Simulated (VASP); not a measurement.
# N (P6_3/mmc) in VASP: further runs

Aim: see how the results for N move with the level of theory and the settings. Levels: PBE-based screened hybrid with 5 % exact exchange, PBE-based screened hybrid with 10 % exact exchange. Tasks: single point.

Everything below comes from runs of VASP 6.6.1. Logs are shortened: lines on timing, memory, paths and dates and some standing lists are left out, and cuts for length are marked.

**1. The cell of the first run**

The structure is hexagonal, space group P6_3/mmc (No. 194). The conventional cell has a = 4.167 Å, b = 4.167 Å, c = 7.006 Å, α = 90.00°, β = 90.00°, γ = 120.00°. Within 1.5 Å of N (site symmetry 3m) lie 1 N at 1.11 Å.

**2. Single point, PBE-based screened hybrid with 5 % exact exchange**

The input, POSCAR:

```
N
1.0
    4.1672328106      0.0000000000      0.0000000000
   -2.0836164053      3.6089294775      0.0000000000
    0.0000000000      0.0000000000      7.0060035100
N
4
Direct
    0.6666666667      0.3333333333      0.6710699600
    0.6666666667      0.3333333333      0.8289300400
    0.3333333333      0.6666666667      0.1710699600
    0.3333333333      0.6666666667      0.3289300400
```

The input, INCAR.step1:

```
PREC = Accurate
ENCUT = 520
EDIFF = 1E-5
ISMEAR = -1
SIGMA = 0.05
LREAL = F
LASPH = T
NELM = 80
ALGO = Normal
ISIF = 2
LWAVE = T
LCHARG = F
GGA = PE
NBANDS = 18
```

The input, INCAR.step2:

```
PREC = Accurate
ENCUT = 520
EDIFF = 1E-7
ISMEAR = -1
SIGMA = 0.05
LREAL = F
LASPH = T
NELM = 80
ALGO = Normal
ISIF = 2
LWAVE = F
LCHARG = F
GGA = PE
LHFCALC = T
AEXX = 0.05
HFSCREEN = 0.2
PRECFOCK = Normal
ISTART = 1
NBANDS = 18
```

The input, KPOINTS:

```
regular mesh
0
Gamma
  4 4 2
```

Potentials or basis: VASP PAW PBE potentials, release 64 (N).

Run with:

```
cat potpaw_PBE.64/N/POTCAR > POTCAR
cp INCAR.step1 INCAR
mpirun -np 1 vasp_std > vasp.out
cp INCAR.step2 INCAR
mpirun -np 1 vasp_std > vasp.out
```

OUTCAR:

```text
PREC = Accurate
   ENCUT = 520
   EDIFF = 1E-7
   ISMEAR = -1
   LREAL = F
   LASPH = T
   NELM = 80
   ISIF = 2
   GGA = PE
   LHFCALC = T
   AEXX = 0.05
   HFSCREEN = 0.2
   PRECFOCK = Normal
   ISTART = 1

 ion  position               nearest neighbor table
   1  0.667  0.333  0.671-   2 1.11
   2  0.667  0.333  0.829-   1 1.11
   3  0.333  0.667  0.171-   4 1.11
   4  0.333  0.667  0.329-   3 1.11

  LATTYP: Found a hexagonal cell.
 ALAT       =     4.1672328106
 C/A-ratio  =     1.6812124084

  Lattice vectors:

 A1 = (   4.1672328106,   0.0000000000,   0.0000000000)
 A2 = (  -2.0836164053,   3.6089294775,   0.0000000000)
 A3 = (   0.0000000000,   0.0000000000,   7.0060035100)

Analysis of symmetry for initial positions (statically):
=====================================================================
 Subroutine PRICEL returns:
 Original cell was already a primitive cell.

 Routine SETGRP: Setting up the symmetry group for a
 hexagonal supercell.

 Subroutine GETGRP returns: Found 24 space group operations
 (whereof 12 operations were pure point group operations)
 out of a pool of 24 trial point group operations.

The static configuration has the point symmetry D_3d.
 The point group associated with its full space group is D_6h.

Analysis of symmetry for dynamics (positions and initial velocities):
=====================================================================
 Subroutine PRICEL returns:
 Original cell was already a primitive cell.

 Routine SETGRP: Setting up the symmetry group for a
 hexagonal supercell.

 Subroutine GETGRP returns: Found 24 space group operations
 (whereof 12 operations were pure point group operations)
 out of a pool of 24 trial point group operations.

The dynamic configuration has the point symmetry D_3d.
 The point group associated with its full space group is D_6h.

 Subroutine INISYM returns: Found 24 space group operations
 (whereof 12 operations are pure point group operations),
 and found     1 'primitive' translations

----------------------------------------------------------------------------------------

                                     Primitive cell

  volume of cell :     105.3650

  direct lattice vectors                    reciprocal lattice vectors
     4.167232811  0.000000000  0.000000000     0.239967395  0.138545240  0.000000000
    -2.083616405  3.608929477  0.000000000     0.000000000  0.277090480  0.000000000
     0.000000000  0.000000000  7.006003510     0.000000000  0.000000000  0.142734727

  length of vectors
     4.167232811  4.167232811  7.006003510     0.277090480  0.277090480  0.142734727

  position of ions in fractional coordinates (direct lattice)
     0.666666667  0.333333333  0.671069960
     0.666666667  0.333333333  0.828930040
     0.333333333  0.666666667  0.171069960
     0.333333333  0.666666667  0.328930040

  ion indices of the primitive-cell ions
   primitive index   ion index
                 1           1
                 2           2
                 3           3
                 4           4

----------------------------------------------------------------------------------------

 KPOINTS: regular mesh

Automatic generation of k-mesh.
 Grid dimensions read from file:
 generate k-points for:    4    4    2

 Generating k-lattice:

  Cartesian coordinates                     Fractional coordinates (reciprocal lattice)
     0.059991849  0.034636310  0.000000000     0.250000000  0.000000000  0.000000000
     0.000000000  0.069272620  0.000000000     0.000000000  0.250000000  0.000000000
     0.000000000  0.000000000  0.071367364     0.000000000  0.000000000  0.500000000

  Length of vectors
     0.069272620  0.069272620  0.071367364

  Shift w.r.t. Gamma in fractional coordinates (k-lattice)
     0.000000000  0.000000000  0.000000000

 Subroutine IBZKPT returns following result:
 ===========================================

 Found      8 irreducible k-points:

 Following reciprocal coordinates:
            Coordinates               Weight
  0.000000  0.000000  0.000000      1.000000
  0.250000  0.000000  0.000000      6.000000
  0.500000  0.000000  0.000000      3.000000
  0.250000  0.250000  0.000000      6.000000
  0.000000  0.000000  0.500000      1.000000
  0.250000  0.000000  0.500000      6.000000
  0.500000  0.000000  0.500000      3.000000
  0.250000  0.250000  0.500000      6.000000
   k-points           NKPTS =      8   k-points in BZ     NKDIM =     32   number of bands    NBANDS=     18
   number of dos      NEDOS =    301   number of ions     NIONS =      4
   total plane-waves  NPLWV =  55296
   dimension x,y,z NGX =    32 NGY =   32 NGZ =   54
   dimension x,y,z NGXF=    64 NGYF=   64 NGZF=  108
   ions per type =               4
   NGX,Y,Z   is equivalent  to a cutoff of  12.77, 12.77, 12.81 a.u.
   NGXF,Y,Z  is equivalent  to a cutoff of  25.53, 25.53, 25.63 a.u.
 SYSTEM =  unknown system
   PREC   = accura    normal or accurate (medium, high low for compatibility)
   ISTART =      1    job   : 0-new  1-cont  2-samecut
   ICHARG =      0    charge: 1-file 2-atom 10-const
   ISPIN  =      1    spin polarized calculation?
   LNONCOLLINEAR =      F non collinear calculations
   LSORBIT =      F    spin-orbit coupling
   LASPH  =      T    aspherical Exc in radial PAW
   ENCUT  =  520.0 eV  38.22 Ry    6.18 a.u.   7.75  7.75 13.03*2*pi/ulx,y,z
   NELM   =     80;   NELMIN=  2; NELMDL=  0     # of ELM steps
   EDIFF  = 0.1E-06   stopping-criterion for ELM
   LREAL  =      F    real-space projection
   EDIFFG = 0.1E-05   stopping-criterion for IOM
   NSW    =      0    number of steps for IOM
   IBRION =     -1    ionic relax: 0-MD 1-quasi-New 2-CG
   NFREE  =      0    steps in history (QN), initial steepest desc. (CG)
   ISIF   =      2    stress and relaxation
   ISYM   =      3    0-nonsym 1-usesym 2-fastsym
   POTIM  = 0.5000    time-step for ionic-motion
   TEBEG  =    0.0;   TEEND  =   0.0 temperature during run
   PSTRESS=    0.0 pullay stress
   NELECT =      20.0000    total number of electrons
   NUPDOWN=      -1.0000    fix difference up-down
   EMIN   =  10.00;   EMAX   =-10.00  energy-range for DOS
   EFERMI =   0.00;   METHOD = LEGACY
   ISMEAR =    -1;   SIGMA  =   0.05  broadening in eV -4-tet -1-fermi 0-gaus
   EFERMI_NEDOS =   21; number of points for ismear=-14 and -15
   IALGO  =     38    algorithm
   IMIX   =      1    mixing-type and parameters
     AMIX     =   0.40;   BMIX     =  1.00
     AMIX_MAG =   1.60;   BMIX_MAG =  1.00
  volume/ion in A,a.u.               =      26.34       177.76
  Fermi-wavevector in a.u.,A,eV,Ry     =   0.940848  1.777944 12.043801  0.885194
  Thomas-Fermi vector in A             =   2.068300
   LORBIT       =      0    0 simple, 1 ext, 2 COOP (PROOUT), +10 PAW based schemes
   GGA     = PE    functional components
   LHFCALC =     T    Hartree Fock is set to
   PRECFOCK=normal    Normal, Fast or Accurate (Low or Medium for compatibility)
   ENCUT4O =  -1.0   cutoff for four orbital integrals eV
   NKREDX  =     1    reduce k-point grid by
   NKREDY  =     1    reduce k-point grid by
   NKREDZ  =     1    reduce k-point grid by
   AEXX    =    0.0500 exact exchange contribution
   HFSCREEN=    0.2000 screening length (either q_TF or 0.3 A-1)
   HFSCREENC=   0.2000 screening length for correlation (either q_TF or 0.3 A-1)
   ENCUTFOCK=  -1.0 apply spherical cutoff to Coloumb kernel
   IVDW    =     0    specifies the selected vdW correction
   LEPSILON=     F    determine dielectric tensor
   LRPA    =     F    only Hartree local field effects (RPA)
 non-spin polarized calculation
  energy-cutoff  :      520.00
  volume of cell :      105.37
 maximum number of plane-waves:      2882
 NGX is ok and might be reduce to    32
  NGX = 24; NGY = 24; NGZ = 40

 number of electron      20.0000001 magnetization

 Free energy of the ion-electron system (eV)
  ---------------------------------------------------
  ext. energy  EPLUGINS =         0.00000000
  ---------------------------------------------------
  free energy    TOTEN  =       -34.84405915 eV

  energy without entropy =      -34.84405915  energy(sigma->0) =      -34.84405915

 E-fermi :  -5.9469     XC(G=0):  -5.6971

 val. band max:       -7.0490463517   @ k =   0.0000   0.0000   0.0000
 cond. band min:       0.5177339076   @ k =   0.2500   0.2500   0.0000
 fundamental gap:      7.5667802593
 Fermi energy:        -5.9469115866

 k-point     1 :       0.0000    0.0000    0.0000
  band No.  band energies     occupation
      1     -25.8810      2.00000
      2     -25.8559      2.00000
      3     -11.2658      2.00000
      4     -10.5282      2.00000
      5      -8.7484      2.00000
      6      -8.7484      2.00000
[... 10 lines left out ...]
     17       5.8548      0.00000
     18       9.8001      0.00000

 k-point     2 :       0.2500    0.0000    0.0000
  band No.  band energies     occupation
      1     -25.8706      2.00000
      2     -25.8520      2.00000
      3     -11.1456      2.00000
      4     -10.5958      2.00000
      5      -8.9136      2.00000
      6      -8.8393      2.00000
[... 10 lines left out ...]
     17       6.8366      0.00000
     18       7.4884      0.00000

 k-point     3 :       0.5000    0.0000    0.0000
  band No.  band energies     occupation
      1     -25.8586      2.00000
      2     -25.8504      2.00000
      3     -10.9626      2.00000
      4     -10.7251      2.00000
      5      -9.0655      2.00000
      6      -8.9559      2.00000
[... 10 lines left out ...]
     17       6.2655      0.00000
     18       7.2787      0.00000

 k-point     4 :       0.2500    0.2500    0.0000
  band No.  band energies     occupation
      1     -25.8587      2.00000
      2     -25.8504      2.00000
      3     -10.9658      2.00000
      4     -10.7215      2.00000
      5      -9.0073      2.00000
      6      -8.9415      2.00000
[... 10 lines left out ...]
     17       6.3955      0.00000
     18       7.6730      0.00000

 k-point     5 :       0.0000    0.0000    0.5000
  band No.  band energies     occupation
      1     -25.8685      2.00000
      2     -25.8685      2.00000
      3     -10.9529      2.00000
      4     -10.9529      2.00000
      5      -8.6993      2.00000
      6      -8.6993      2.00000
[... 10 lines left out ...]
     17       7.9605      0.00000
     18       7.9605      0.00000

 k-point     6 :       0.2500    0.0000    0.5000
  band No.  band energies     occupation
      1     -25.8614      2.00000
      2     -25.8614      2.00000
      3     -10.9093      2.00000
      4     -10.9093      2.00000
      5      -8.8330      2.00000
      6      -8.8330      2.00000
[... 10 lines left out ...]
     17       7.8442      0.00000
     18       7.8442      0.00000

 k-point     7 :       0.5000    0.0000    0.5000
  band No.  band energies     occupation
      1     -25.8546      2.00000
      2     -25.8546      2.00000
      3     -10.8646      2.00000
      4     -10.8646      2.00000
      5      -8.9548      2.00000
      6      -8.9548      2.00000
[... 10 lines left out ...]
     17       6.0686      0.00000
     18       6.0686      0.00000

 k-point     8 :       0.2500    0.2500    0.5000
  band No.  band energies     occupation
      1     -25.8545      2.00000
      2     -25.8545      2.00000
      3     -10.8642      2.00000
      4     -10.8642      2.00000
      5      -8.9100      2.00000
      6      -8.9100      2.00000
[... 10 lines left out ...]
     17       6.5987      0.00000
     18       6.5987      0.00000

------------------------ aborting loop because EDIFF is reached ----------------------------------------

  FORCE on cell =-STRESS in cart. coord.  units (eV):
  Direction    XX          YY          ZZ          XY          YZ          ZX
  --------------------------------------------------------------------------------------
  -------------------------------------------------------------------------------------
  Total        0.0435899      0.0435899      1.7694233      0.0000000      0.0000000      0.0000000
  in kB        0.6628269      0.6628269     26.9057942      0.0000000      0.0000000      0.0000000
  external PRESSURE =       9.4104827 kB  Pullay stress =       0.0000000 kB

 VOLUME and BASIS-vectors are now :
 -----------------------------------------------------------------------------
  energy-cutoff  :      520.00
  volume of cell :      105.37
      direct lattice vectors                 reciprocal lattice vectors
     4.167232811  0.000000000  0.000000000     0.239967395  0.138545240  0.000000000
    -2.083616405  3.608929477  0.000000000     0.000000000  0.277090480  0.000000000
     0.000000000  0.000000000  7.006003510     0.000000000  0.000000000  0.142734727

 POSITION                                       TOTAL-FORCE (eV/Angst)
 -----------------------------------------------------------------------------------
      2.08362      1.20298      4.70152         0.000000      0.000000     -0.767989
      2.08362      1.20298      5.80749         0.000000      0.000000      0.767989
     -0.00000      2.40595      1.19852        -0.000000     -0.000000     -0.767989
     -0.00000      2.40595      2.30449        -0.000000      0.000000      0.767989
 -----------------------------------------------------------------------------------
    total drift:                                0.000000     -0.000000     -0.000000

  FREE ENERGIE OF THE ION-ELECTRON SYSTEM (eV)
  ---------------------------------------------------
  free  energy   TOTEN  =       -34.8440591547 eV

  energy  without entropy=      -34.8440591546  energy(sigma->0) =      -34.84405915
```

Wall time 3.7 min (1 thread of Intel Xeon Platinum 8375C at 2.90GHz (Ice Lake), shared host); peak memory 0.33 GiB.

What came out:

```
Free energy            : -34.8441 eV
Pressure               : 0.9 GPa
Largest force          : 0.768 eV/Å
Band gap on the k mesh : 7.57 eV (least direct gap 7.79 eV)
```

Forces on the atoms (eV/Å):
```
N    0.000  0.000 -0.768
N    0.000  0.000  0.768
N    0.000  0.000 -0.768
N    0.000  0.000  0.768
```

Levels at points of the mesh, in eV from the valence-band top:
```csv
k point,band 8,band 9,band 10,band 11,band 12,band 13
"(0.00, 0.00, 0.00)",-1.60,-1.10,0.00,8.24,8.24,8.72
"(0.50, 0.00, 0.00)",-1.63,-0.56,-0.21,7.58,7.95,8.31
"(0.00, 0.00, 0.50)",-1.65,-0.50,-0.50,8.47,8.47,8.47
"(0.50, 0.00, 0.50)",-1.71,-0.43,-0.43,7.95,7.95,8.36
```

Caveat: the k points lie up to 0.45 Å⁻¹ apart; the standard files for N, O and F lose accuracy on very short bonds; this functional lacks dispersion, which holds the molecules together, so the pressure and a relaxed volume are unreliable; the PAW data sets were made with another functional, which shifts forces and pressure a little.

[end of part 1 of 2]
